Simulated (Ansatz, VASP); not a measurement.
## Two plane-wave programs on Mg5CdSe6

File INCAR:

```
ALGO = Normal
EDIFF = 1E-6
ENCUT = 520
GGA = PE
ISIF = 2
ISMEAR = 0
LASPH = True
LCHARG = False
LREAL = False
LWAVE = False
NBANDS = 41
NELM = 100
PREC = Accurate
SIGMA = 0.02
```

KPOINTS

```
k-points
0
Gamma
  12 12 2
```

Contents of POSCAR:

```
Mg5CdSe6
1.0
    3.9236653929      0.0000000000      0.0000000000
   -1.9618326964      3.3979939062      0.0000000000
    0.0000000000      0.0000000000     19.2384152000
Mg Cd Se
5 1 6
Direct
    0.3333333333      0.6666666667      0.8293230000
    0.6666666667      0.3333333333      0.6646540000
    0.0000000000      0.0000000000      0.5000000000
    0.3333333333      0.6666666667      0.3353460000
    0.6666666667      0.3333333333      0.1706770000
    0.0000000000      0.0000000000      0.0000000000
    0.0000000000      0.0000000000      0.7469140000
    0.3333333333      0.6666666667      0.5823130000
    0.6666666667      0.3333333333      0.4176870000
    0.0000000000      0.0000000000      0.2530860000
    0.3333333333      0.6666666667      0.0890590000
    0.6666666667      0.3333333333      0.9109410000
```

Input for Ansatz:

```yaml
crystal:
  lattice:
    - [3.9236653929, 0.0, 0.0]
    - [-1.9618326964, 3.3979939062, 0.0]
    - [0.0, 0.0, 19.2384152]
  atoms:
    - { symbol: Mg, position: [0.3333333333, 0.6666666667, 0.829323] }
    - { symbol: Mg, position: [0.6666666667, 0.3333333333, 0.664654] }
    - { symbol: Mg, position: [0.0, 0.0, 0.5] }
    - { symbol: Mg, position: [0.3333333333, 0.6666666667, 0.335346] }
    - { symbol: Mg, position: [0.6666666667, 0.3333333333, 0.170677] }
    - { symbol: Cd, position: [0.0, 0.0, 0.0] }
    - { symbol: Se, position: [0.0, 0.0, 0.746914] }
    - { symbol: Se, position: [0.3333333333, 0.6666666667, 0.582313] }
    - { symbol: Se, position: [0.6666666667, 0.3333333333, 0.417687] }
    - { symbol: Se, position: [0.0, 0.0, 0.253086] }
    - { symbol: Se, position: [0.3333333333, 0.6666666667, 0.089059] }
    - { symbol: Se, position: [0.6666666667, 0.3333333333, 0.910941] }
basis:
  ecutwfc: 420
kpoints:
  mp_grid: { grid: [12, 12, 2] }
  band_path: { path: [VBM, CBM], npoints: 2 }
hamiltonian:
  xc: pbe
scf:
  occupations: { method: gaussian, width: 0.02 }
output:
  forces: false
  stress: false
  eigenvalues: true
checkpoint:
  read: start.run
  write: ck
  compress: false
  write_wavefunctions: false
  write_every: 100000
```

Alike in both runs: task single point; functional PBE; k mesh 12 × 12 × 2; occupations gaussian, width 0.02 eV; no spin polarisation.

|  | VASP | Ansatz |
| --- | --- | --- |
| version | VASP 6.6.1 | Ansatz 0.2.0 |
| potentials or method | VASP PAW PBE potentials, release 64 (Mg, Cd, Se), cutoff 520 eV | scalar-relativistic, plane waves, PAW |
| valence electrons in the cell | 58 | 166 |

VASP gave:

```
gap on the k mesh at the Fermi level (eV) : 1.09
least direct gap on the mesh (eV)         : 1.52
```

Q: Which values does Ansatz return?

A: gap on the k mesh at the Fermi level (eV): 1.10; least direct gap on the mesh (eV): 1.54.

The functional is the same, so the differences come from potentials, cutoffs and numerics. VASP's potentials hold 58 valence electrons a cell and Ansatz's 166, so a difference there can come from the potentials and not from the codes.
